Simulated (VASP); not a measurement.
# B3P2 (P1) in VASP: relaxation of cell and atoms with PBE

Aim: the relaxation of cell and atoms of B3P2 with PBE.

Everything below comes from runs of VASP 6.6.1. Logs are shortened: lines on timing, memory, paths and dates and some standing lists are left out, and cuts for length are marked.

## Step 1: The cell of the first run

The typed cell holds 5 atoms: a = 4.252 Å, b = 4.390 Å, c = 3.537 Å, α = 70.53°, β = 80.78°, γ = 81.22°.

The cell was generated, and may not be a known phase.

## Step 2: Relaxation of cell and atoms, PBE

INCAR

```
  PREC = Accurate
  ENCUT = 600
  EDIFF = 1E-6
  ISMEAR = 0
  SIGMA = 0.1
  LREAL = False
  LASPH = True
  NELM = 100
  ALGO = Normal
  ISIF = 3
  LWAVE = False
  LCHARG = False
  GGA = PE
  IBRION = 2
  NSW = 90
  EDIFFG = -0.04
```

KPOINTS

```
Automatic mesh
0
Gamma
  4 4 6
```

POSCAR

```
B3P2
1.0
    4.2522404789      0.0000000000      0.0000000000
    0.6700563360      4.3386082213      0.0000000000
    0.5668391329      1.1052715734      3.3118524673
B P
3 2
Direct
    0.8710146656      0.7487710970      0.4075615158
    0.0987943022      0.6738968550      0.8108280594
    0.5495021522      0.2355344591      0.9315531183
    0.1337704155      0.4006981064      0.0681914293
    0.9980701009      0.1309334677      0.7299363531
```

Potentials or basis: VASP PAW PBE potentials, release 64 (B, P).

Command:

```bash
$ cat potpaw_PBE.64/B/POTCAR potpaw_PBE.64/P/POTCAR > POTCAR
$ mpirun -np 1 vasp_std > vasp.out
```

OUTCAR:

```text
PREC = Accurate
   ENCUT = 600
   EDIFF = 1E-6
   ISMEAR = 0
   LREAL = False
   LASPH = True
   NELM = 100
   ISIF = 3
   GGA = PE
   IBRION = 2
   NSW = 90
   EDIFFG = -0.04

 ion  position               nearest neighbor table
   1  0.871  0.749  0.408-   2 1.76   4 2.30   5 2.46   5 2.48
   2  0.099  0.674  0.811-   4 1.25   1 1.76   5 1.92
   3  0.550  0.236  0.932-   4 1.86   5 1.97
   4  0.134  0.401  0.068-   2 1.25   3 1.86   5 2.13   5 2.27   1 2.30
   5  0.998  0.131  0.730-   2 1.92   3 1.97   4 2.13   4 2.27   1 2.46   1 2.48

 -----------------------------------------------------------------------------
|                                                                             |
|           W    W    AA    RRRRR   N    N  II  N    N   GGGG   !!!           |
|           W    W   A  A   R    R  NN   N  II  NN   N  G    G  !!!           |
|           W    W  A    A  R    R  N N  N  II  N N  N  G       !!!           |
|           W WW W  AAAAAA  RRRRR   N  N N  II  N  N N  G  GGG   !            |
|           WW  WW  A    A  R   R   N   NN  II  N   NN  G    G                |
|           W    W  A    A  R    R  N    N  II  N    N   GGGG   !!!           |
|                                                                             |
|     The distance between some ions is very small. Please check the          |
|     nearest-neighbor list in the OUTCAR file.                               |
|     I HOPE YOU KNOW WHAT YOU ARE DOING!                                     |
|                                                                             |
 -----------------------------------------------------------------------------

  LATTYP: Found a triclinic cell.
 ALAT       =     5.0766302896
 B/A-ratio  =     1.3886326202
 C/A-ratio  =     2.0239371031
 COS(alpha) =     0.0024489517
 COS(beta)  =     0.5985535806
 COS(gamma) =     0.7851241678

  Lattice vectors:

 A1 = (   3.6854013460,  -1.1052715734,  -3.3118524673)
 A2 = (   3.0153450100,  -5.4438797947,  -3.3118524673)
 A3 = (   4.4586748851,   6.4666732958,  -6.6237049346)

Analysis of symmetry for initial positions (statically):
=====================================================================
 Subroutine PRICEL returns:
 Original cell was already a primitive cell.

 Routine SETGRP: Setting up the symmetry group for a
 triclinic supercell.

 Subroutine GETGRP returns: Found  1 space group operations
 (whereof  1 operations were pure point group operations)
 out of a pool of  2 trial point group operations.

The static configuration has the point symmetry C_1 .

Analysis of symmetry for dynamics (positions and initial velocities):
=====================================================================
 Subroutine PRICEL returns:
 Original cell was already a primitive cell.

 Routine SETGRP: Setting up the symmetry group for a
[... 122 lines left out ...]
   PSTRESS=    0.0 pullay stress
   NELECT =      19.0000    total number of electrons
   NUPDOWN=      -1.0000    fix difference up-down
   EMIN   =  10.00;   EMAX   =-10.00  energy-range for DOS
   EFERMI =   0.00;   METHOD = LEGACY
   ISMEAR =     0;   SIGMA  =   0.10  broadening in eV -4-tet -1-fermi 0-gaus
   EFERMI_NEDOS =   21; number of points for ismear=-14 and -15
   IALGO  =     38    algorithm
   IMIX   =      4    mixing-type and parameters
     AMIX     =   0.40;   BMIX     =  1.00
     AMIX_MAG =   1.60;   BMIX_MAG =  1.00
  volume/ion in A,a.u.               =      12.22        82.46
  Fermi-wavevector in a.u.,A,eV,Ry     =   1.109123  2.095938 16.737252  1.230153
  Thomas-Fermi vector in A             =   2.245658
   LORBIT       =      0    0 simple, 1 ext, 2 COOP (PROOUT), +10 PAW based schemes
   GGA     = PE    functional components
   LHFCALC =     F    Hartree Fock is set to
   AEXX    =    0.0000 exact exchange contribution
   IVDW    =     0    specifies the selected vdW correction
   LEPSILON=     F    determine dielectric tensor
   LRPA    =     F    only Hartree local field effects (RPA)
 conjugate gradient relaxation of ions
 non-spin polarized calculation
 Gauss-broadening in eV      SIGMA  =   0.10
  energy-cutoff  :      600.00
  volume of cell :       61.10
 maximum number of plane-waves:      2058
 NGX is ok and might be reduce to    36
   NGX = 17   NGY = 17   NGZ = 15

--------------------------------------- Ionic step        1  -------------------------------------------

 number of electron      18.9999999 magnetization

 Free energy of the ion-electron system (eV)
  ---------------------------------------------------
  ext. energy  EPLUGINS =         0.00000000
  ---------------------------------------------------
  free energy    TOTEN  =       -14.51009790 eV

  energy without entropy =      -14.49745680  energy(sigma->0) =      -14.50377735

------------------------ aborting loop because EDIFF is reached ----------------------------------------

  FORCE on cell =-STRESS in cart. coord.  units (eV):
  Direction    XX          YY          ZZ          XY          YZ          ZX
  --------------------------------------------------------------------------------------
  -------------------------------------------------------------------------------------
  Total       -0.2444299     36.5956378     27.3317813     -1.5267162    -29.2480081      4.8564935
  in kB       -6.4095232    959.6230448    716.7031038    -40.0340616   -766.9510417    127.3485945
  external PRESSURE =     556.6388751 kB  Pullay stress =       0.0000000 kB
[... 875 lines left out ...]
      2      -7.6993      2.00000
      3      -3.0572      2.00000
      4      -2.6015      2.00000
      5      -1.4681      2.00000
      6      -0.1501      2.00000
      7       1.9738      2.00000
      8       2.0838      2.00000
      9       3.0519      2.00000
     10       4.5929      0.33788
     11       4.9120      0.00000
     12       6.5164      0.00000
     13       7.0768      0.00000

 [... further k-points ...]

[... ionic steps 4 to 54 ...]

--------------------------------------- Ionic step       55  -------------------------------------------

 number of electron      18.9999999 magnetization

------------------------ aborting loop because EDIFF is reached ----------------------------------------
[... 73 lines left out ...]
--------------------------------------- Ionic step       57  -------------------------------------------

 number of electron      18.9999999 magnetization

 Free energy of the ion-electron system (eV)
  ---------------------------------------------------
  ext. energy  EPLUGINS =         0.00000000
  ---------------------------------------------------
  free energy    TOTEN  =       -29.33140956 eV

  energy without entropy =      -29.32192219  energy(sigma->0) =      -29.32666587

 E-fermi :   7.2022     XC(G=0): -10.8502

 val. band max:        7.1890625446   @ k =   0.2500   0.0000   0.3333
 cond. band min:       7.2097975481   @ k =   0.2500  -0.2500   0.3333
 fundamental gap:      0.0207350034
 Fermi energy:         7.2021968794
[... 416 lines left out ...]
  FREE ENERGIE OF THE ION-ELECTRON SYSTEM (eV)
  ---------------------------------------------------
  free  energy   TOTEN  =       -29.3314095599 eV

  energy  without entropy=      -29.3219221886  energy(sigma->0) =      -29.32666587

 reached required accuracy - stopping structural energy minimisation
```

OSZICAR:

```text
N       E                     dE             d eps       ncg     rms          rms(c)
DAV:   1     0.780820899225E+02    0.78082E+02   -0.89817E+03  1352   0.139E+03
DAV:   2    -0.138862496020E+02   -0.91968E+02   -0.88709E+02  1766   0.223E+02
DAV:   3    -0.199594265855E+02   -0.60732E+01   -0.59655E+01  1846   0.566E+01
DAV:   4    -0.200847852914E+02   -0.12536E+00   -0.12513E+00  1697   0.932E+00
[... 539 lines left out ...]
DAV:   1    -0.293314446210E+02   -0.21950E-03   -0.68241E-03  1532   0.649E-01    0.574E-02
DAV:   2    -0.293314245900E+02    0.20031E-04   -0.27215E-04  1797   0.133E-01    0.208E-02
DAV:   3    -0.293314109377E+02    0.13652E-04   -0.25585E-05  1760   0.383E-02    0.993E-03
DAV:   4    -0.293314095275E+02    0.14101E-05   -0.95341E-06  1762   0.215E-02    0.301E-03
DAV:   5    -0.293314095599E+02   -0.32315E-07   -0.59795E-07   891   0.634E-03
  57 F= -.29331410E+02 E0= -.29326666E+02  d E =-.184802E-03
```

Run time: 24 min. Hardware: 1 thread of Intel Xeon 8259CL, shared host; peak memory 0.22 GiB.

Results:

```
Free energy                           : -29.3314 eV
Relaxed volume                        : 11.31 Å³/atom
Relaxed cell                          : a = 3.290 Å, b = 6.023 Å, c = 3.340 Å, α = 97.36°, β = 59.84°, γ = 89.73°
Space group after relaxing (to 0.1 Å) : P1 (No. 1)
Energy gained by relaxing             : 2964.3 meV/atom
Ionic steps                           : 57
Pressure after relaxing               : -0.1 GPa
Largest force after relaxing          : 0.031 eV/Å
Band gap on the k mesh                : zero (an odd number of electrons rules out a gap without spin polarisation)
```

Forces in eV/Å, atoms in the order of the input:
```
B    0.004  0.015  0.024
B   -0.016  0.003 -0.008
B   -0.006 -0.007 -0.030
P    0.006  0.000  0.012
P    0.012 -0.011  0.002
```

The path:
```csv
step,energy change (eV),largest force (eV/Å),pressure (GPa),volume (Å³)
1,0.0000,51.2317,55.66,61.10
3,-5.3840,6.1936,-3.91,104.12
5,-5.8273,3.7451,-8.79,107.39
7,-8.3238,2.7491,-10.63,89.14
9,-9.6487,8.4362,-3.75,73.91
11,-10.3913,8.2625,2.99,66.78
13,-11.2086,3.9002,1.17,65.02
15,-11.6070,3.1341,-0.95,64.41
17,-12.2593,2.2073,-5.01,63.68
19,-12.3740,3.1869,-4.94,63.24
21,-13.1095,2.5130,0.16,58.44
23,-13.6000,0.9926,2.90,56.00
25,-13.7053,0.6914,0.63,56.82
27,-13.7972,1.4028,-1.45,57.89
29,-14.0334,0.8569,-4.28,57.96
31,-14.0776,1.1523,-4.76,57.92
33,-14.2979,1.4673,-2.38,56.81
35,-14.3310,1.5837,-1.28,56.41
37,-14.5931,0.6625,2.06,55.66
39,-14.6387,0.4583,1.65,55.98
41,-14.6894,0.3125,-1.39,57.09
43,-14.7531,0.4589,-0.72,56.86
45,-14.7774,0.2685,0.19,56.51
47,-14.7916,0.2247,-0.12,56.57
49,-14.8012,0.2385,-0.05,56.49
51,-14.8134,0.2588,0.18,56.30
53,-14.8180,0.1472,0.28,56.31
55,-14.8209,0.0600,0.06,56.50
57,-14.8213,0.0312,-0.06,56.56
```

Final structure:
```xyz
5
Lattice="3.2163 -0.0540 0.6894 0.4173 5.8532 -1.3551 1.0419 0.2186 3.1661" Properties=species:S:1:pos:R:3 pbc="T T T"
B     3.4192    3.8998    0.7231
B     0.3509    2.2347   -0.0297
B     1.8467    1.5518    0.4041
P     1.6403    4.5805    1.2811
P     0.9970    0.8875    1.9601
```

Caveat: the k points lie up to 0.49 Å⁻¹ apart in the final cell, too coarse for converged energies and pressures of a metal; a cell axis changed by over 15 % at a fixed basis, so the end point is rough; an odd number of electrons without spin polarisation forces a metal; a magnetic or distorted state may lie lower.

The gap in the log of VASP goes by the Fermi energy; the results here count the filled bands.